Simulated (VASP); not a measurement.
Wanted: the native input for a VASP 6.6.1 run.

- Task: single point
- Functional: HSE06
- Potentials or basis: VASP PAW PBE potentials, release 64 (Al, Si, N, C)
- Cutoff: 520 eV
- k mesh: 1 × 1 × 1
- Occupations: fermi-dirac, width 0.05 eV
- Spin: no spin polarisation
- Dipole correction: no
- Grid for exact exchange (PRECFOCK): Fast
- Further INCAR settings: LREAL = Auto; ALGO = Normal; EDIFF = 1e-06; NBANDS = 246
- Share of exact exchange: 0.25
- Screening parameter: 0.2079 1/Å

Crystal: Al11Si5C5N11.

```
Al Si N C
1.0
     9.35529    0.00000    0.00000
     0.00000   10.78264    0.00000
     0.00000    0.00000   10.01711
Al Si N C
33 15 33 15
Direct
  0.16751 0.08347 0.25254
  0.16140 0.08191 0.75348
  0.99962 0.33218 0.74813
  0.49809 0.08817 0.24631
  0.50501 0.07878 0.75369
  0.32972 0.33488 0.25292
  0.16006 0.58539 0.25035
  0.17266 0.58502 0.74593
  0.00017 0.83406 0.24923
  0.67015 0.33919 0.25130
  0.49929 0.57912 0.24292
  0.32830 0.82977 0.24333
  0.34075 0.83046 0.75320
  0.83956 0.58716 0.25155
  0.66833 0.82854 0.24933
  0.99442 0.16099 0.49610
  0.33108 0.16674 0.00442
  0.16622 0.41841 0.49700
  0.16598 0.41873 0.99784
  0.00485 0.66619 0.49793
  0.00059 0.66904 0.98744
  0.66728 0.16883 0.49650
  0.49683 0.41327 0.99831
  0.33557 0.66394 0.49943
  0.16441 0.91467 0.00626
  0.83532 0.41902 0.49264
  0.83840 0.41955 0.99826
  0.66766 0.66103 0.48943
  0.66619 0.66713 0.99917
  0.50188 0.91716 0.47830
  0.50074 0.91376 0.01271
  0.83226 0.91287 0.49485
  0.83126 0.91523 0.99959
  0.99926 0.33526 0.25020
  0.33130 0.33194 0.75279
  0.99760 0.83381 0.75214
  0.83087 0.08318 0.24758
  0.83517 0.08488 0.75166
  0.67109 0.33285 0.74981
  0.49965 0.59311 0.75810
  0.82839 0.58825 0.74774
  0.66003 0.83186 0.75327
  0.00085 0.17305 0.99795
  0.33624 0.16810 0.50269
  0.66445 0.16737 0.99620
  0.50182 0.41540 0.49629
  0.33119 0.66587 0.00010
  0.16913 0.91320 0.50069
  0.99248 0.16744 0.18154
  0.99001 0.15789 0.69137
  0.32653 0.17206 0.19437
  0.33122 0.17330 0.68530
  0.15959 0.40696 0.18859
  0.17911 0.40762 0.69301
  0.68065 0.16906 0.17552
  0.68030 0.17087 0.69698
  0.49572 0.40654 0.18507
  0.49923 0.40649 0.69015
  0.33040 0.65910 0.18004
  0.34662 0.66282 0.68911
  0.16202 0.92327 0.19445
  0.15947 0.91526 0.68300
  0.84358 0.40678 0.18638
  0.82271 0.41814 0.69819
  0.50895 0.91678 0.68007
  0.83908 0.93201 0.18687
  0.83457 0.92519 0.69511
  0.18122 0.07813 0.45264
  0.15429 0.08716 0.94391
  0.48866 0.09290 0.44971
  0.34119 0.32576 0.44994
  0.33191 0.32946 0.92675
  0.17611 0.58352 0.93691
  0.01250 0.84611 0.44481
  0.99920 0.84676 0.92546
  0.83599 0.09460 0.93427
  0.66736 0.32598 0.93001
  0.49366 0.56927 0.44189
  0.32311 0.83696 0.44794
  0.83326 0.57882 0.92443
  0.66851 0.83096 0.44336
  0.00203 0.67298 0.17633
  0.99349 0.67385 0.70099
  0.66659 0.66029 0.18976
  0.66102 0.66658 0.69132
  0.49875 0.91958 0.21014
  0.00665 0.32444 0.43091
  0.00182 0.32658 0.93852
  0.50553 0.09081 0.94436
  0.17407 0.58304 0.44231
  0.82787 0.07930 0.42666
  0.65633 0.33642 0.44455
  0.48849 0.57930 0.93494
  0.32776 0.82727 0.94430
  0.83865 0.58492 0.44376
  0.66882 0.83752 0.92939
```

The input as run:

POSCAR

```
Al11Si5C5N11
1.0
    9.3552930000      0.0000000000      0.0000000000
    0.0000000000     10.7826440000      0.0000000000
    0.0000000000      0.0000000000     10.0171130000
Al Si N C
33 15 33 15
Direct
    0.1675100000      0.0834680000      0.2525390000
    0.1613990000      0.0819140000      0.7534800000
    0.9996250000      0.3321790000      0.7481250000
    0.4980920000      0.0881710000      0.2463070000
    0.5050150000      0.0787800000      0.7536940000
    0.3297230000      0.3348760000      0.2529170000
    0.1600580000      0.5853880000      0.2503480000
    0.1726640000      0.5850180000      0.7459290000
    0.0001680000      0.8340630000      0.2492310000
    0.6701510000      0.3391890000      0.2513010000
    0.4992950000      0.5791180000      0.2429210000
    0.3283020000      0.8297680000      0.2433300000
    0.3407500000      0.8304580000      0.7532020000
    0.8395620000      0.5871600000      0.2515470000
    0.6683330000      0.8285400000      0.2493270000
    0.9944150000      0.1609950000      0.4960990000
    0.3310770000      0.1667420000      0.0044170000
    0.1662230000      0.4184080000      0.4970000000
    0.1659820000      0.4187340000      0.9978370000
    0.0048510000      0.6661880000      0.4979270000
    0.0005850000      0.6690350000      0.9874390000
    0.6672840000      0.1688340000      0.4965040000
    0.4968260000      0.4132700000      0.9983120000
    0.3355740000      0.6639420000      0.4994320000
    0.1644120000      0.9146660000      0.0062550000
    0.8353180000      0.4190190000      0.4926360000
    0.8384040000      0.4195530000      0.9982560000
    0.6676630000      0.6610340000      0.4894300000
    0.6661900000      0.6671290000      0.9991720000
    0.5018780000      0.9171610000      0.4783030000
    0.5007450000      0.9137610000      0.0127070000
    0.8322570000      0.9128720000      0.4948500000
    0.8312580000      0.9152340000      0.9995860000
    0.9992560000      0.3352580000      0.2502000000
    0.3312980000      0.3319380000      0.7527890000
    0.9975990000      0.8338140000      0.7521360000
    0.8308700000      0.0831820000      0.2475790000
    0.8351700000      0.0848760000      0.7516620000
    0.6710900000      0.3328540000      0.7498080000
    0.4996460000      0.5931140000      0.7581010000
    0.8283920000      0.5882490000      0.7477360000
    0.6600310000      0.8318590000      0.7532730000
    0.0008460000      0.1730550000      0.9979530000
    0.3362400000      0.1680960000      0.5026930000
    0.6644530000      0.1673700000      0.9961980000
    0.5018180000      0.4153960000      0.4962920000
    0.3311880000      0.6658750000      0.0000960000
    0.1691280000      0.9131960000      0.5006940000
    0.9924780000      0.1674380000      0.1815350000
    0.9900100000      0.1578870000      0.6913690000
    0.3265340000      0.1720590000      0.1943720000
    0.3312160000      0.1732980000      0.6852970000
    0.1595940000      0.4069630000      0.1885890000
    0.1791130000      0.4076180000      0.6930110000
    0.6806530000      0.1690610000      0.1755200000
    0.6803010000      0.1708700000      0.6969800000
    0.4957160000      0.4065370000      0.1850660000
    0.4992280000      0.4064950000      0.6901530000
    0.3303970000      0.6591010000      0.1800360000
    0.3466220000      0.6628230000      0.6891070000
    0.1620240000      0.9232710000      0.1944470000
    0.1594670000      0.9152570000      0.6830000000
    0.8435820000      0.4067800000      0.1863840000
    0.8227070000      0.4181440000      0.6981940000
    0.5089460000      0.9167800000      0.6800750000
    0.8390810000      0.9320080000      0.1868680000
    0.8345670000      0.9251880000      0.6951100000
    0.1812220000      0.0781280000      0.4526410000
    0.1542890000      0.0871620000      0.9439140000
    0.4886580000      0.0928970000      0.4497140000
    0.3411900000      0.3257610000      0.4499430000
    0.3319090000      0.3294600000      0.9267550000
    0.1761080000      0.5835150000      0.9369130000
    0.0124960000      0.8461090000      0.4448070000
    0.9991970000      0.8467630000      0.9254550000
    0.8359900000      0.0945970000      0.9342730000
    0.6673570000      0.3259840000      0.9300100000
    0.4936580000      0.5692660000      0.4418890000
    0.3231110000      0.8369640000      0.4479410000
    0.8332600000      0.5788240000      0.9244320000
    0.6685080000      0.8309570000      0.4433600000
    0.0020280000      0.6729840000      0.1763340000
    0.9934930000      0.6738460000      0.7009940000
    0.6665880000      0.6602890000      0.1897580000
    0.6610190000      0.6665800000      0.6913150000
    0.4987520000      0.9195800000      0.2101380000
    0.0066530000      0.3244390000      0.4309110000
    0.0018170000      0.3265780000      0.9385240000
    0.5055320000      0.0908140000      0.9443580000
    0.1740710000      0.5830440000      0.4423070000
    0.8278660000      0.0793020000      0.4266640000
    0.6563280000      0.3364210000      0.4445520000
    0.4884940000      0.5792980000      0.9349440000
    0.3277560000      0.8272690000      0.9442960000
    0.8386540000      0.5849160000      0.4437570000
    0.6688230000      0.8375180000      0.9293920000
```

INCAR.step1

```
PREC = Accurate ; ENCUT = 520
EDIFF = 1E-5 ; ISMEAR = -1
SIGMA = 0.05 ; LREAL = Auto
LASPH = True ; NELM = 100
ALGO = Normal ; ISIF = 2
LWAVE = True ; GGA = PE
NBANDS = 246 ; LUSENCCL = False
```

INCAR.step2

```
PREC = Accurate ; ENCUT = 520
EDIFF = 1E-6 ; ISMEAR = -1
SIGMA = 0.05 ; LREAL = Auto
LASPH = True ; NELM = 100
ALGO = Normal ; ISIF = 2
LWAVE = False ; LCHARG = True
GGA = PE ; LHFCALC = True
HFSCREEN = 0.2079 ; PRECFOCK = Fast
LELF = True ; LVHAR = True
ISTART = 1 ; NBANDS = 246
LUSENCCL = False
```

KPOINTS

```
Automatic mesh
0
Gamma
  1 1 1
```

Potentials or basis: VASP PAW PBE potentials, release 64 (Al, Si, N, C).

Launch:

```console
$ cat potpaw_PBE.64/Al/POTCAR potpaw_PBE.64/Si/POTCAR potpaw_PBE.64/N/POTCAR potpaw_PBE.64/C/POTCAR > POTCAR
$ cp INCAR.step1 INCAR
$ mpirun -np 1 vasp_gam > vasp.out
$ cp INCAR.step2 INCAR
$ mpirun -np 1 vasp_gam > vasp.out
```

Results of the run:

- Pressure: -2.1 GPa
- Largest force: 0.259 eV/Å
- Band gap on the k mesh: 2.45 eV

Caveat: the k points lie up to 0.67 Å⁻¹ apart; the PAW data sets were made with another functional, which shifts forces and pressure a little.

Wall time 4 min on 1 × NVIDIA H100 80GB with 1 thread of Intel(R) Xeon(R) Platinum 8481C CPU @ 2.70GHz (Sapphire Rapids), on a shared host, peak memory 1.7 GiB.
